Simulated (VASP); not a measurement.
Runs of VASP 6.6.1 on EuO. The structure is that of space group Fm-3m (No. 225), or close to it. The cells are those of the table. 

```tsv
spin	cell	gap on the mesh (eV)	pressure (GPa)	moment (μB)
collinear, ferromagnetic start	a = 3.602 Å, angles 60.0°, 2 atoms	none	-2.1	6.96
collinear, ferromagnetic start	a = 3.625 Å, angles 60.0°, 2 atoms	none	-3.7	(b)
collinear, ferromagnetic start	a = 3.578 Å, angles 60.0°, 2 atoms	none	-0.2	6.95
collinear, ferromagnetic start	a = 3.554 Å, angles 60.0°, 2 atoms	none	1.9	(a)
off	a = 3.578 Å, angles 60.0°, 2 atoms	none	-13.3	-
collinear, ferromagnetic start	a = 3.530 Å, angles 60.0°, 2 atoms	none	4.0	6.92
```

Alike in all rows: task single point; level PBE; potentials or basis VASP PAW PBE potentials, release 64 (Eu, O); k mesh 12 × 12 × 12; cutoff (eV) 600; smearing gaussian 0.05 eV.

**Question.** Estimate the missing entries.

**Answer.** (a) 6.94; (b) 6.97.

Caveats: spin-orbit coupling is left out, which moves the levels of the heavy elements; semilocal functionals describe open f shells poorly, which spoils levels, moments and volumes; a cell with one magnetic atom can't hold antiferromagnetic order, which such compounds often take (at least some runs); the cell stands under tension (at least some runs); an odd number of electrons without spin polarisation forces a metal (at least some runs); a magnetic or distorted state may lie lower (at least some runs); the cell stands under pressure (at least some runs).

A k mesh can miss the band edges, and the runs leave out spin-orbit coupling on Eu.

A gap of «none» marks levels without a gap at the run's occupations.
